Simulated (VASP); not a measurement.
# B (R-3m) in VASP: notebook

B is run at these levels: PBE; tasks: single point, relaxation of cell and atoms.

All numbers are computed with VASP 6.6.1; they aren't measurements. Logs are shortened: lines on timing, memory, paths and dates and some standing lists are left out, and cuts for length are marked.

### Step 1. The cell of the first run

It takes space group R-3m (No. 166, trigonal). The conventional cell has a = 4.900 Å, b = 4.900 Å, c = 12.544 Å, α = 90.00°, β = 90.00°, γ = 120.00°. Within 2.2 Å of B (site symmetry m) lie 6 B at 1.67 to 1.80 Å. Within 2.4 Å of B (site symmetry m) lie 7 B at 1.78 to 2.01 Å.

### Step 2. Single point, PBE

INCAR

```
SYSTEM = B
  PREC = Accurate
  ENCUT = 520
  EDIFF = 1E-7
  ISMEAR = 0
  SIGMA = 0.05
  LREAL = .False.
  LASPH = .True.
  NELM = 100
  ALGO = Normal
  ISIF = 2
  LWAVE = .False.
  LCHARG = .False.
  GGA = PE
  NBANDS = 30
```

KPOINTS

```
regular mesh
0
Gamma
  6 6 6
  0 0 0
```

POSCAR

```
B
1.0
    2.4497829092      1.4143828221      4.1814423480
   -2.4497829092      1.4143828221      4.1814423480
    0.0000000000     -2.8287656441      4.1814423480
B
12
Direct
    0.0102905359      0.6540313116      0.0102905359
    0.0102905359      0.0102905359      0.6540313116
    0.6540313116      0.0102905359      0.0102905359
    0.9897094641      0.3459686884      0.9897094641
    0.9897094641      0.9897094641      0.3459686884
    0.3459686884      0.9897094641      0.9897094641
    0.2209565953      0.6307642030      0.2209565953
    0.2209565953      0.2209565953      0.6307642030
    0.6307642030      0.2209565953      0.2209565953
    0.7790434047      0.3692357970      0.7790434047
    0.7790434047      0.7790434047      0.3692357970
    0.3692357970      0.7790434047      0.7790434047
```

Potentials or basis: VASP PAW PBE potentials, release 64 (B).

The run is started by

```console
$ cat potpaw_PBE.64/B/POTCAR > POTCAR
$ mpirun -np 1 vasp_std > vasp.out
```

OUTCAR:

```text
SYSTEM = B
   PREC = Accurate
   ENCUT = 520
   EDIFF = 1E-7
   ISMEAR = 0
   LREAL = .False.
   LASPH = .True.
   NELM = 100
   ISIF = 2
   GGA = PE

 ion  position               nearest neighbor table
   1  0.010  0.654  0.010-   4 1.67   2 1.75   3 1.75   7 1.79  11 1.80  12 1.80
   2  0.010  0.010  0.654-   5 1.67   3 1.75   1 1.75   8 1.79  10 1.80  12 1.80
   3  0.654  0.010  0.010-   6 1.67   2 1.75   1 1.75   9 1.79  11 1.80  10 1.80
   4  0.990  0.346  0.990-   1 1.67   5 1.75   6 1.75  10 1.79   8 1.80   9 1.80
   5  0.990  0.990  0.346-   2 1.67   4 1.75   6 1.75  11 1.79   9 1.80   7 1.80
   6  0.346  0.990  0.990-   3 1.67   5 1.75   4 1.75  12 1.79   8 1.80   7 1.80
   7  0.221  0.631  0.221-  12 1.78  11 1.78   1 1.79   6 1.80   5 1.80   8 2.01   9 2.01
   8  0.221  0.221  0.631-  10 1.78  12 1.78   2 1.79   4 1.80   6 1.80   7 2.01   9 2.01
   9  0.631  0.221  0.221-  10 1.78  11 1.78   3 1.79   4 1.80   5 1.80   8 2.01   7 2.01
  10  0.779  0.369  0.779-   9 1.78   8 1.78   4 1.79   3 1.80   2 1.80  11 2.01  12 2.01
  11  0.779  0.779  0.369-   7 1.78   9 1.78   5 1.79   3 1.80   1 1.80  10 2.01  12 2.01
  12  0.369  0.779  0.779-   7 1.78   8 1.78   6 1.79   1 1.80   2 1.80  11 2.01  10 2.01

  LATTYP: Found a trigonal (rhomboedric) cell.
 ALAT       =     5.0484032307
 COS(alpha) =     0.5290474805

  Lattice vectors:

 A1 = (   2.4497829092,   1.4143828221,   4.1814423480)
 A2 = (  -2.4497829092,   1.4143828221,   4.1814423480)
 A3 = (   0.0000000000,  -2.8287656441,   4.1814423480)

Analysis of symmetry for initial positions (statically):
=====================================================================
 Subroutine PRICEL returns:
 Original cell was already a primitive cell.

 Routine SETGRP: Setting up the symmetry group for a
 trigonal (rhombohedral) supercell.

 Subroutine GETGRP returns: Found 12 space group operations
 (whereof 12 operations were pure point group operations)
 out of a pool of 12 trial point group operations.

The static configuration has the point symmetry D_3d.

Analysis of symmetry for dynamics (positions and initial velocities):
=====================================================================
 Subroutine PRICEL returns:
 Original cell was already a primitive cell.

 Routine SETGRP: Setting up the symmetry group for a
 trigonal (rhombohedral) supercell.

 Subroutine GETGRP returns: Found 12 space group operations
 (whereof 12 operations were pure point group operations)
 out of a pool of 12 trial point group operations.

The dynamic configuration has the point symmetry D_3d.

 Subroutine INISYM returns: Found 12 space group operations
 (whereof 12 operations are pure point group operations),
 and found     1 'primitive' translations

----------------------------------------------------------------------------------------

                                     Primitive cell

  volume of cell :      86.9305

  direct lattice vectors                    reciprocal lattice vectors
     2.449782909  1.414382822  4.181442348     0.204099718  0.117837027  0.079717309
    -2.449782909  1.414382822  4.181442348    -0.204099718  0.117837027  0.079717309
     0.000000000 -2.828765644  4.181442348     0.000000000 -0.235674054  0.079717309

  length of vectors
     5.048403231  5.048403231  5.048403231     0.248791296  0.248791296  0.248791296

  position of ions in fractional coordinates (direct lattice)
     0.010290536  0.654031312  0.010290536
     0.010290536  0.010290536  0.654031312
     0.654031312  0.010290536  0.010290536
     0.989709464  0.345968688  0.989709464
     0.989709464  0.989709464  0.345968688
     0.345968688  0.989709464  0.989709464
     0.220956595  0.630764203  0.220956595
     0.220956595  0.220956595  0.630764203
     0.630764203  0.220956595  0.220956595
     0.779043405  0.369235797  0.779043405
     0.779043405  0.779043405  0.369235797
     0.369235797  0.779043405  0.779043405

  ion indices of the primitive-cell ions
   primitive index   ion index
                 1           1
                 2           2
                 3           3
                 4           4
                 5           5
                 6           6
                 7           7
                 8           8
                 9           9
                10          10
                11          11
                12          12

----------------------------------------------------------------------------------------

 KPOINTS: regular mesh

Automatic generation of k-mesh.
 Grid dimensions read from file:
 generate k-points for:    6    6    6

 Generating k-lattice:

  Cartesian coordinates                     Fractional coordinates (reciprocal lattice)
     0.034016620  0.019639504  0.013286218     0.166666667  0.000000000  0.000000000
    -0.034016620  0.019639504  0.013286218     0.000000000  0.166666667  0.000000000
     0.000000000 -0.039279009  0.013286218     0.000000000  0.000000000  0.166666667

  Length of vectors
     0.041465216  0.041465216  0.041465216

  Shift w.r.t. Gamma in fractional coordinates (k-lattice)
     0.000000000  0.000000000  0.000000000

 Subroutine IBZKPT returns following result:
 ===========================================

 Found     32 irreducible k-points:

 Following reciprocal coordinates:
            Coordinates               Weight
  0.000000  0.000000  0.000000      1.000000
  0.166667 -0.000000 -0.000000      6.000000
  0.333333 -0.000000 -0.000000      6.000000
  0.500000 -0.000000  0.000000      3.000000
  0.166667  0.166667  0.000000      6.000000
  0.333333  0.166667  0.000000     12.000000
[... 16 lines left out ...]
  0.500000  0.500000  0.166667      6.000000
 -0.333333  0.500000  0.166667     12.000000
 [... further k-points ...]
   k-points           NKPTS =     32   k-points in BZ     NKDIM =     32   number of bands    NBANDS=     30
   number of dos      NEDOS =    301   number of ions     NIONS =     12
   total plane-waves  NPLWV =  64000
   dimension x,y,z NGX =    40 NGY =   40 NGZ =   40
   dimension x,y,z NGXF=    80 NGYF=   80 NGZF=   80
   ions per type =              12
   NGX,Y,Z   is equivalent  to a cutoff of  13.17, 13.17, 13.17 a.u.
   NGXF,Y,Z  is equivalent  to a cutoff of  26.34, 26.34, 26.34 a.u.
 SYSTEM =  B
   PREC   = accura    normal or accurate (medium, high low for compatibility)
   ISTART =      0    job   : 0-new  1-cont  2-samecut
   ICHARG =      2    charge: 1-file 2-atom 10-const
   ISPIN  =      1    spin polarized calculation?
   LNONCOLLINEAR =      F non collinear calculations
   LSORBIT =      F    spin-orbit coupling
   LASPH  =      T    aspherical Exc in radial PAW
   ENCUT  =  520.0 eV  38.22 Ry    6.18 a.u.   9.39  9.39  9.39*2*pi/ulx,y,z
   NELM   =    100;   NELMIN=  2; NELMDL= -5     # of ELM steps
   EDIFF  = 0.1E-06   stopping-criterion for ELM
   LREAL  =      F    real-space projection
   EDIFFG = 0.1E-05   stopping-criterion for IOM
   NSW    =      0    number of steps for IOM
   IBRION =     -1    ionic relax: 0-MD 1-quasi-New 2-CG
   NFREE  =      0    steps in history (QN), initial steepest desc. (CG)
   ISIF   =      2    stress and relaxation
   ISYM   =      2    0-nonsym 1-usesym 2-fastsym
   POTIM  = 0.5000    time-step for ionic-motion
   TEBEG  =    0.0;   TEEND  =   0.0 temperature during run
   PSTRESS=    0.0 pullay stress
   NELECT =      36.0000    total number of electrons
   NUPDOWN=      -1.0000    fix difference up-down
   EMIN   =  10.00;   EMAX   =-10.00  energy-range for DOS
   EFERMI =   0.00;   METHOD = LEGACY
   ISMEAR =     0;   SIGMA  =   0.05  broadening in eV -4-tet -1-fermi 0-gaus
   EFERMI_NEDOS =   21; number of points for ismear=-14 and -15
   IALGO  =     38    algorithm
   IMIX   =      4    mixing-type and parameters
     AMIX     =   0.40;   BMIX     =  1.00
     AMIX_MAG =   1.60;   BMIX_MAG =  1.00
  volume/ion in A,a.u.               =       7.24        48.89
  Fermi-wavevector in a.u.,A,eV,Ry     =   1.220258  2.305953 20.259480  1.489030
  Thomas-Fermi vector in A             =   2.355482
   LORBIT       =      0    0 simple, 1 ext, 2 COOP (PROOUT), +10 PAW based schemes
   GGA     = PE    functional components
   LHFCALC =     F    Hartree Fock is set to
   AEXX    =    0.0000 exact exchange contribution
   IVDW    =     0    specifies the selected vdW correction
   LEPSILON=     F    determine dielectric tensor
   LRPA    =     F    only Hartree local field effects (RPA)
 non-spin polarized calculation
 Gauss-broadening in eV      SIGMA  =   0.05
  energy-cutoff  :      520.00
  volume of cell :       86.93
 maximum number of plane-waves:      2362
 NGX is ok and might be reduce to    40
   NGX = 19   NGY = 19   NGZ = 19

 number of electron      36.0000000 magnetization

 Free energy of the ion-electron system (eV)
  ---------------------------------------------------
  ext. energy  EPLUGINS =         0.00000000
  ---------------------------------------------------
  free energy    TOTEN  =       -80.45866127 eV

  energy without entropy =      -80.45866127  energy(sigma->0) =      -80.45866127

 E-fermi :   6.1235     XC(G=0): -11.5550

 val. band max:        5.8973441794   @ k =   0.5000   0.5000   0.5000
 cond. band min:       7.3787122384   @ k =   0.5000   0.5000   0.0000
 fundamental gap:      1.4813680590
 Fermi energy:         6.1234655343

 k-point     1 :       0.0000    0.0000    0.0000
  band No.  band energies     occupation
      1     -10.2727      2.00000
      2      -4.5349      2.00000
      3      -4.2867      2.00000
      4      -4.2867      2.00000
      5      -3.2081      2.00000
      6      -2.5675      2.00000
[... 22 lines left out ...]
     29      15.5968      0.00000
     30      16.1127      0.00000

 k-point     2 :       0.1667   -0.0000   -0.0000
  band No.  band energies     occupation
      1     -10.1177      2.00000
      2      -5.4204      2.00000
      3      -4.6196      2.00000
      4      -4.5259      2.00000
      5      -3.0531      2.00000
      6      -2.3852      2.00000
[... 22 lines left out ...]
     29      14.8261      0.00000
     30      15.5120      0.00000

 k-point     3 :       0.3333   -0.0000   -0.0000
  band No.  band energies     occupation
      1      -9.7069      2.00000
      2      -6.7484      2.00000
      3      -4.8336      2.00000
      4      -4.7517      2.00000
      5      -3.4656      2.00000
      6      -2.3750      2.00000
[... 22 lines left out ...]
     29      14.2219      0.00000
     30      15.0573      0.00000

 k-point     4 :       0.5000   -0.0000    0.0000
  band No.  band energies     occupation
      1      -9.3886      2.00000
      2      -7.3909      2.00000
      3      -4.9484      2.00000
      4      -4.7998      2.00000
      5      -3.6227      2.00000
      6      -2.5183      2.00000
[... 616 lines left out ...]
     29      14.6265      0.00000
     30      15.5711      0.00000

 k-point    23 :       0.5000    0.5000    0.1667
  band No.  band energies     occupation
      1      -9.3485      2.00000
      2      -6.7454      2.00000
      3      -5.9232      2.00000
      4      -5.2621      2.00000
      5      -3.9572      2.00000
      6      -2.4535      2.00000
[... 22 lines left out ...]
     29      15.3953      0.00000
     30      15.6704      0.00000

 k-point    24 :      -0.3333    0.5000    0.1667
  band No.  band energies     occupation
      1      -9.1490      2.00000
      2      -6.9774      2.00000
      3      -6.1461      2.00000
      4      -5.6818      2.00000
      5      -3.0050      2.00000
      6      -2.4664      2.00000
[... 22 lines left out ...]
     29      14.8366      0.00000
     30      15.8410      0.00000

 [... further k-points ...]

------------------------ aborting loop because EDIFF is reached ----------------------------------------

  FORCE on cell =-STRESS in cart. coord.  units (eV):
  Direction    XX          YY          ZZ          XY          YZ          ZX
  --------------------------------------------------------------------------------------
  -------------------------------------------------------------------------------------
  Total        0.0139343      0.0139343      0.0924777      0.0000000      0.0000000      0.0000000
  in kB        0.2568166      0.2568166      1.7044171      0.0000000      0.0000000      0.0000000
  external PRESSURE =       0.7393501 kB  Pullay stress =       0.0000000 kB

 VOLUME and BASIS-vectors are now :
 -----------------------------------------------------------------------------
  energy-cutoff  :      520.00
  volume of cell :       86.93
      direct lattice vectors                 reciprocal lattice vectors
     2.449782909  1.414382822  4.181442348     0.204099718  0.117837027  0.079717309
    -2.449782909  1.414382822  4.181442348    -0.204099718  0.117837027  0.079717309
     0.000000000 -2.828765644  4.181442348     0.000000000 -0.235674054  0.079717309

 POSITION                                       TOTAL-FORCE (eV/Angst)
 -----------------------------------------------------------------------------------
     -1.57703      0.91050      2.82085        -0.002482      0.001433     -0.006354
      0.00000     -1.82099      2.82085         0.000000     -0.002866     -0.006354
      1.57703      0.91050      2.82085         0.002482      0.001433     -0.006354
      1.57703     -0.91050      9.72347         0.002482     -0.001433      0.006354
      0.00000      1.82099      9.72347         0.000000      0.002866      0.006354
     -1.57703     -0.91050      9.72347        -0.002482     -0.001433      0.006354
     -1.00394      0.57962      4.48534         0.024552     -0.014175      0.005637
      0.00000     -1.15925      4.48534         0.000000      0.028350      0.005637
      1.00394      0.57962      4.48534        -0.024552     -0.014175      0.005637
      1.00394     -0.57962      8.05899        -0.024552      0.014175     -0.005637
      0.00000      1.15925      8.05899         0.000000     -0.028350     -0.005637
     -1.00394     -0.57962      8.05899         0.024552      0.014175     -0.005637
 -----------------------------------------------------------------------------------
    total drift:                               -0.000000     -0.000000     -0.000000

  FREE ENERGIE OF THE ION-ELECTRON SYSTEM (eV)
  ---------------------------------------------------
  free  energy   TOTEN  =       -80.4586612732 eV

  energy  without entropy=      -80.4586612732  energy(sigma->0) =      -80.45866127
```

Wall time 68 s (1 thread of Intel Xeon 6975P-C (Granite Rapids), shared host); peak memory 0.24 GiB.

Results:

```yaml
Free_energy: -80.4587 eV
Pressure: 0.1 GPa
Largest_force: 0.029 eV/Å
Band_gap_on_the_k_mesh: 1.48 eV, indirect (least direct gap 1.87 eV)
```

Forces in eV/Å, atoms in the order of the input:
```
B   -0.002  0.001 -0.006
B    0.000 -0.003 -0.006
B    0.002  0.001 -0.006
B    0.002 -0.001  0.006
B    0.000  0.003  0.006
B   -0.002 -0.001  0.006
B    0.025 -0.014  0.006
B    0.000  0.028  0.006
B   -0.025 -0.014  0.006
B   -0.025  0.014 -0.006
B    0.000 -0.028 -0.006
B    0.025  0.014 -0.006
```

Stress tensor (GPa, compression positive):
```
0.03 0.00 0.00
0.00 0.03 0.00
0.00 0.00 0.17
```

Levels at points of the mesh, in eV from the valence-band top:
```tsv
k point	band 15	band 16	band 17	band 18	band 19	band 20	band 21	band 22
(0.00, 0.00, 0.00)	-1.36	-0.83	-0.83	-0.36	1.52	4.55	4.55	4.74
(0.50, 0.00, 0.00)	-2.66	-1.92	-1.69	-0.59	1.96	3.22	3.66	4.88
(0.50, 0.50, 0.00)	-2.93	-2.57	-2.10	-1.91	1.48	2.69	2.84	3.52
(0.50, 0.50, 0.50)	-2.97	-1.87	-1.87	0.00	2.64	2.80	2.80	4.93
```

A k mesh can miss the band edges.

### Step 3. Relaxation of cell and atoms, PBE

This run uses another cell than the first one, of 7.28 Å³/atom, 1.005 times its volume.

INCAR

```
  PREC = Accurate
  ENCUT = 600
  EDIFF = 1E-6
  ISMEAR = 0
  SIGMA = 0.05
  LREAL = False
  LASPH = True
  NELM = 100
  ALGO = Normal
  ISIF = 3
  LWAVE = False
  LCHARG = False
  GGA = PE
  IBRION = 2
  NSW = 80
  EDIFFG = -0.03
```

KPOINTS

```
regular mesh
0
Gamma
  6 6 6
```

POSCAR

```
B
1.0
    2.4540000000      1.4168175606      4.1885300000
   -2.4540000000      1.4168175606      4.1885300000
    0.0000000000     -2.8336351212      4.1885300000
B
12
Direct
    0.0104000000      0.6572900000      0.0104000000
    0.0104000000      0.0104000000      0.6572900000
    0.6572900000      0.0104000000      0.0104000000
    0.9896000000      0.3427100000      0.9896000000
    0.9896000000      0.9896000000      0.3427100000
    0.3427100000      0.9896000000      0.9896000000
    0.2206000000      0.6323000000      0.2206000000
    0.2206000000      0.2206000000      0.6323000000
    0.6323000000      0.2206000000      0.2206000000
    0.7794000000      0.3677000000      0.7794000000
    0.7794000000      0.7794000000      0.3677000000
    0.3677000000      0.7794000000      0.7794000000
```

Potentials or basis: VASP PAW PBE potentials, release 64 (B).

The run is started by

```console
$ cat potpaw_PBE.64/B/POTCAR > POTCAR
$ mpirun -np 1 vasp_std > vasp.out
```

Wall time 2.8 min (1 thread of Intel Xeon 6975P-C (Granite Rapids), shared host); peak memory 0.25 GiB.

It converged, with:

```
Free energy                            : -80.4695 eV
Relaxed volume                         : 7.24 Å³/atom
Relaxed cell                           : a = 5.049 Å, b = 5.049 Å, c = 5.049 Å, α = 58.06°, β = 58.06°, γ = 58.06°
Space group after relaxing (to 0.05 Å) : R-3m (No. 166)
Energy gained by relaxing              : 4.1 meV/atom
Ionic steps                            : 5
Pressure after relaxing                : 0.0 GPa
Largest force after relaxing           : 0.028 eV/Å
Band gap on the k mesh                 : 1.47 eV, indirect (least direct gap 1.86 eV)
```

Forces on the atoms (eV/Å):
```
B    0.009 -0.005  0.021
B    0.000  0.010  0.021
B   -0.009 -0.005  0.021
B   -0.009  0.005 -0.021
B    0.000 -0.010 -0.021
B    0.009  0.005 -0.021
B    0.022 -0.012 -0.013
B    0.000  0.025 -0.013
B   -0.022 -0.012 -0.013
B   -0.022  0.012  0.013
B    0.000 -0.025  0.013
B    0.022  0.012  0.013
```

Step by step:
```tsv
step	energy change (eV)	largest force (eV/Å)	pressure (GPa)	volume (Å³)
1	0.0000	0.8627	-0.26	87.38
2	0.0591	1.4296	-1.31	87.23
3	-0.0469	0.0783	-0.93	87.32
4	-0.0491	0.0473	0.25	86.84
5	-0.0492	0.0282	0.01	86.94
```

Final structure:
```yaml
crystal:
  lattice:
    - [2.44987, 1.41443, 4.18158]
    - [-2.44987, 1.41443, 4.18158]
    - [0.00000, -2.82886, 4.18158]
  atoms:
    - { symbol: B, position: [0.01015, 0.65409, 0.01015] }
    - { symbol: B, position: [0.01015, 0.01015, 0.65409] }
    - { symbol: B, position: [0.65409, 0.01015, 0.01015] }
    - { symbol: B, position: [0.98985, 0.34591, 0.98985] }
    - { symbol: B, position: [0.98985, 0.98985, 0.34591] }
    - { symbol: B, position: [0.34591, 0.98985, 0.98985] }
    - { symbol: B, position: [0.22102, 0.63085, 0.22102] }
    - { symbol: B, position: [0.22102, 0.22102, 0.63085] }
    - { symbol: B, position: [0.63085, 0.22102, 0.22102] }
    - { symbol: B, position: [0.77898, 0.36915, 0.77898] }
    - { symbol: B, position: [0.77898, 0.77898, 0.36915] }
    - { symbol: B, position: [0.36915, 0.77898, 0.77898] }
```

Levels at points of the mesh, in eV from the valence-band top:
```tsv
k point	band 16	band 17	band 18	band 19	band 20	band 21
(0.00, 0.00, 0.00)	-0.85	-0.85	-0.36	1.50	4.54	4.54
(0.50, 0.00, 0.00)	-1.94	-1.70	-0.60	1.94	3.21	3.64
(0.50, 0.50, 0.00)	-2.59	-2.11	-1.92	1.47	2.67	2.83
(0.50, 0.50, 0.50)	-1.88	-1.88	0.00	2.62	2.79	2.79
```

(Part 1 of 2 ends here.)
